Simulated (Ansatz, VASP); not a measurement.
## Ga in VASP and in Ansatz

Contents of INCAR:

```
SYSTEM = Ga
AGGAC = 1.0
AGGAX = 1.0
ALDAC = 0.0
ALDAX = 1.0
ALGO = Normal
EDIFF = 1E-6
ENCUT = 520
GGA = B5
ISIF = 2
ISMEAR = -1
LASPH = .True.
LCHARG = .False.
LREAL = .False.
LWAVE = .False.
NBANDS = 12
NELM = 80
PREC = Accurate
SIGMA = 0.1
```

File KPOINTS:

```
k-points
0
Gamma
  13 13 13
  0 0 0
```

POSCAR

```
Ga
1.0
    2.9044791105      0.0000000000      0.0000000000
    0.0000000000      2.9044791105      0.0000000000
    0.0000000000      0.0000000000      2.9044791105
Ga
1
Direct
    0.0000000000      0.0000000000      0.0000000000
```

Input for Ansatz:

```yaml
crystal:
  lattice:
    - [2.9044791105, 0.0, 0.0]
    - [0.0, 2.9044791105, 0.0]
    - [0.0, 0.0, 2.9044791105]
  atoms:
    - { symbol: Ga, position: [0.0, 0.0, 0.0] }
hamiltonian:
  xc: blyp
  pseudopotentials:
    kind: paw
    azcp:
      Ga: "pseudopotentials/Ga.paw.azcp"
basis:
  ecutwfc: 420
  fft_grid_basis: typed
kpoints:
  mp_grid: { grid: [13, 13, 13], shift: [0, 0, 0] }
magnetization:
  spin_polarized: false
scf:
  occupations: { method: fermi_dirac, width: 0.1 }
  lower_state_search: "off"
output:
  stress: true
  write_density: true
  write_potential: true
  elf: true
  volumetric_format: npy
```

Alike in both runs: task single point; functional BLYP; k mesh 13 × 13 × 13; occupations fermi-dirac, width 0.1 eV; no spin polarisation.

|  | VASP | Ansatz |
| --- | --- | --- |
| version | VASP 6.6.1 | Ansatz 0.2.0 |
| potentials or method | VASP PAW PBE potentials, release 64 (Ga_d), cutoff 520 eV | plane waves (420 eV) with PAW, scalar-relativistic |
| valence electrons in the cell | 13 | 13 |

```csv
,VASP,Ansatz,Ansatz less VASP
pressure (GPa),-1.9,-1.8,+0.08
```

VASP's potentials were made for PBE, not for BLYP.
